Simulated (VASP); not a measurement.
## Pd: relaxation of cell and atoms with PBEsol

The system is Pd.

```
Pd
1.0
     2.50586    0.00000    0.00000
     0.00000    2.50586    0.00000
     0.00000    0.00000    2.50586
Pd
1
Direct
  0.00000 0.00000 0.00000
```

```json
{"Program": "VASP 6.6.1", "Task": "relaxation of cell and atoms", "Functional": "PBEsol", "Potentials or basis": "VASP PAW PBE potentials, release 64 (Pd)", "Cutoff": "600 eV", "k mesh": "6 × 6 × 6", "Occupations": "gaussian, width 0.1 eV", "Spin": "no spin polarisation", "Dipole correction": "no", "Further INCAR settings": "ALGO = Fast; EDIFF = 1e-06; IBRION = 2; EDIFFG = -0.04; NSW = 90; ISIF = 3"}
```

```json
{"Relaxed volume": "16.95 Å³/atom", "Relaxed cell": "a = 2.569 Å, b = 2.569 Å, c = 2.569 Å, α = 90.00°, β = 90.00°, γ = 90.00°", "Space group after relaxing (to 0.05 Å)": "Pm-3m (No. 221)", "Energy gained by relaxing": "45.0 meV/atom", "Ionic steps": "3", "Pressure after relaxing": "-0.3 GPa", "Band gap on the k mesh": "zero (band 5 reaches 9.09 eV, above the bottom of band 6 at 7.07 eV)"}
```

Step by step:
```csv
step,energy change (eV),largest force (eV/Å),pressure (GPa),volume (Å³)
1,0.0000,0.0000,13.12,15.74
2,0.0374,0.0000,-12.17,18.86
3,-0.0450,0.0000,-0.30,16.95
```

Final structure:
```yaml
crystal:
  lattice:
    - [2.56898, 0.00000, 0.00000]
    - [0.00000, 2.56898, 0.00000]
    - [0.00000, 0.00000, 2.56898]
  atoms:
    - { symbol: Pd, position: [0.00000, 0.00000, 0.00000] }
```

Levels at points of the mesh, in eV from the Fermi level:
| k point | band 2 | band 3 | band 4 | band 5 | band 6 | band 7 | band 8 | band 9 |
| --- | --- | --- | --- | --- | --- | --- | --- | --- |
| (0.00, 0.00, 0.00) | -4.66 | -4.66 | 0.19 | 0.19 | 0.19 | 16.87 | 16.87 | 16.87 |
| (0.50, 0.00, 0.00) | -4.01 | -1.48 | -1.48 | 0.34 | 0.35 | 5.23 | 18.50 | 21.59 |
| (0.50, 0.50, 0.00) | -3.46 | -1.16 | -1.16 | 1.42 | 5.67 | 5.67 | 12.18 | 12.72 |
| (0.50, 0.50, 0.50) | -3.99 | -3.99 | 1.52 | 1.52 | 11.09 | 11.57 | 11.57 | 11.57 |

Run time: 16 s on 1 thread of AMD EPYC 7R13 Processor (Zen 3), on a shared host, peak memory 0.1 GiB.

Caveat: the k points lie up to 0.41 Å⁻¹ apart in the final cell; the PAW data sets were made with another functional, which shifts forces and pressure a little.
